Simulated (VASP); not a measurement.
Wanted: the native input for a VASP 6.6.1 run.

| Quantity | Value |
| --- | --- |
| Task | single point |
| Functional | PBEsol |
| Potentials or basis | VASP PAW PBE potentials, release 64 (C) |
| Cutoff | 520 eV |
| k mesh | 18 × 18 × 18 |
| Occupations | fermi-dirac, width 0.1 eV |
| Spin | no spin polarisation |
| Dipole correction | no |
| Further INCAR settings | ALGO = Normal; EDIFF = 1e-07; NBANDS = 8 |

The structure of C lies in POSCAR:

```
C
1.0
   -1.1720529854      1.1720529854      1.1720529854
    1.1720529854     -1.1720529854      1.1720529854
    1.1720529854      1.1720529854     -1.1720529854
C
1
Direct
    0.0000000000      0.0000000000      0.0000000000
```

These files were run (other wordings do the same):

INCAR

```
SYSTEM = C
ALGO = Normal
EDIFF = 1E-7
ENCUT = 520
GGA = PS
ISIF = 2
ISMEAR = -1
LASPH = .True.
LCHARG = .False.
LREAL = .False.
LWAVE = .False.
NBANDS = 8
NELM = 80
PREC = Accurate
SIGMA = 0.1
```

KPOINTS

```
k-points
0
Gamma
  18 18 18
  0 0 0
```

Potentials or basis: VASP PAW PBE potentials, release 64 (C).

Command:

```bash
$ cat potpaw_PBE.64/C/POTCAR > POTCAR
$ mpirun -np 1 vasp_std > vasp.out
```

Results of the run:

```json
{"Pressure": "0.3 GPa", "Band gap on the k mesh": "zero (band 2 reaches 18.48 eV, above the bottom of band 3 at 3.67 eV)"}
```

Caveat: the PAW data sets were made with another functional, which shifts forces and pressure a little.

Wall time 3.1 s on 1 thread of Intel Xeon 6975P-C (shared host), peak memory 0.11 GiB.
